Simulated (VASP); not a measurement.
Wanted: the native input for a VASP 6.6.1 run.

- Task: single point
- Functional: PBE
- Potentials or basis: VASP PAW PBE potentials, release 64 (Si, Ge_d)
- Cutoff: 520 eV
- k mesh: 2 × 2 × 2
- Occupations: fermi-dirac, width 0.02 eV
- Spin: no spin polarisation
- Dipole correction: no
- Further INCAR settings: LREAL = Auto; ALGO = Normal; EDIFF = 1e-06; NBANDS = 53

The structure of Si16Ge (a cell with a defect) lies in POSCAR:

```
Si16Ge
1.0
    0.0000000000      5.4300000000      5.4300000000
    5.4300000000      0.0000000000      5.4300000000
    5.4300000000      5.4300000000      0.0000000000
Si Ge
16 1
Direct
    0.0969705341     -0.1993830571      0.0980939227
    0.0429742173      0.1580386740      0.0426058932
   -0.0583885820     -0.1369337017      0.5086279926
    0.1698895028     -0.1529465930      0.7053775322
   -0.1379742173      0.5910497238      0.0551012891
    0.5350736648      0.6873020258     -0.0536556169
   -0.0426887661      0.2058931860      0.4837937385
    0.1056445672      0.4460313076      0.6929373849
    0.3068047882     -0.1961970534      0.2523664825
    0.6031860037     -0.1349355433      0.2365930018
    0.4073756906      0.0761418048      0.4579097606
    0.5856537753      0.0132780847      0.8008839779
    0.7554327808      0.1072559853     -0.0898342541
    0.7209852670      0.2173941068      0.3539134438
    0.4535267035      0.3550000000      0.7162154696
    0.6458839779      0.5737845304      0.6413720074
    0.2635267035      0.2936740331      0.1073204420
```

The input as run:

INCAR

```
PREC = Accurate ; ENCUT = 520
EDIFF = 1E-6 ; ISMEAR = -1
SIGMA = 0.02 ; LREAL = Auto
LASPH = True ; NELM = 100
ALGO = Normal ; ISIF = 2
LWAVE = False ; LCHARG = False
GGA = PE ; NBANDS = 53
```

KPOINTS

```
regular mesh
0
Gamma
  2 2 2
```

Potentials or basis: VASP PAW PBE potentials, release 64 (Si, Ge_d).

The run is started by

```sh
$ cat potpaw_PBE.64/Si/POTCAR potpaw_PBE.64/Ge_d/POTCAR > POTCAR
$ mpirun -np 1 vasp_std > vasp.out
```

It gave:

```json
{
  "Pressure": "-2.5 GPa",
  "Largest force": "3.086 eV/Å",
  "Band gap on the k mesh": "zero (band 39 reaches 6.64 eV, above the bottom of band 40 at 6.55 eV)"
}
```

Caveat: the k points lie up to 0.50 Å⁻¹ apart.

It took 2.3 min on 1 thread of Intel(R) Xeon(R) 6975P-C (Granite Rapids) (shared host), peak memory 0.48 GiB.
